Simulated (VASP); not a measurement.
AlCo, 2 atoms in the cell. Symmetry: Pm-3m, No. 221, cubic system. Conventional cell: a = 2.819 Å, b = 2.819 Å, c = 2.819 Å, α = 90.00°, β = 90.00°, γ = 90.00°. Within 3.2 Å of Co (site symmetry m-3m) lie 8 Al at 2.44 Å and 6 Co at 2.82 Å. Al (site symmetry m-3m) has 8 Co at 2.44 Å and 6 Al at 2.82 Å within 3.2 Å. 

| Quantity | Value |
| --- | --- |
| Program | VASP 6.6.1 |
| Task | single point |
| Functional | PBE |
| Potentials or basis | VASP PAW PBE potentials, release 64 (Co_sv, Al) |
| Cutoff | 600 eV |
| k mesh | 8 × 8 × 8 |
| Occupations | fermi-dirac, width 0.05 eV |
| Spin | collinear spin, ferromagnetic start |
| Starting moments | [1.5, 0.0] μB |
| Fixed moment | 1.5 μB |
| Dipole correction | no |
| Second run | valence_matched |
| Further INCAR settings | ALGO = Normal; EDIFF = 1e-06; NBANDS = 21 |

Potentials or basis: VASP PAW PBE potentials, release 64 (Co_sv, Al).

Command:

```bash
$ cat potpaw_PBE.64/Co_sv/POTCAR potpaw_PBE.64/Al/POTCAR > POTCAR
$ mpirun -np 1 vasp_std > vasp.out
```

Hardware: 1 thread of Intel(R) Xeon(R) Platinum 8488C (Sapphire Rapids), on a shared host.

**Question.** Estimate the wall time of this run.

**Answer.** Wall time 21 s on 1 thread of Intel(R) Xeon(R) Platinum 8488C (Sapphire Rapids) (shared host), peak memory 0.16 GiB. Counts: scf iterations 14, k points 35.
